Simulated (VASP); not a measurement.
The system is LiBr.

```xyz
2
Lattice="0.0000 2.7506 2.7506 2.7506 0.0000 2.7506 2.7506 2.7506 0.0000" Properties=species:S:1:pos:R:3 pbc="T T T"
Li    0.0000    0.0000    0.0000
Br    2.7506    2.7506    2.7506
```

| Quantity | Value |
| --- | --- |
| Program | VASP 6.6.1 |
| Task | relaxation of cell and atoms |
| Functional | PBEsol |
| Potentials or basis | VASP PAW PBE potentials, release 64 (Li_sv, Br) |
| Cutoff | 750 eV |
| k mesh | 10 × 10 × 10 |
| Occupations | fermi-dirac, width 0.1 eV |
| Spin | no spin polarisation |

At the start: pressure -1.3 GPa; volume 20.81 Å³/atom.

**Question.** How do energy, volume and symmetry change on relaxing?

**Answer.** Over 4 steps the energy falls by 4.4 meV/atom and the volume is 19.79 Å³/atom (-4.9 %); space group Fm-3m (No. 225, to 0.1 Å) before and after.

Step by step:
| step | energy change (eV) | largest force (eV/Å) | pressure (GPa) | volume (Å³) |
| --- | --- | --- | --- | --- |
| 1 | 0.0000 | 0.0000 | -1.31 | 41.62 |
| 2 | -0.0065 | 0.0000 | -0.70 | 40.60 |
| 3 | -0.0088 | 0.0000 | -0.04 | 39.63 |
| 4 | -0.0088 | 0.0000 | 0.00 | 39.58 |

Final structure:
```xyz
2
Lattice="0.0000 2.7048 2.7048 2.7048 0.0000 2.7048 2.7048 2.7048 0.0000" Properties=species:S:1:pos:R:3 pbc="T T T"
Li    2.7048    2.7048    0.0000
Br    2.7048    2.7048    2.7048
```

Caveat: the PAW data sets were made with another functional, which shifts forces and pressure a little.
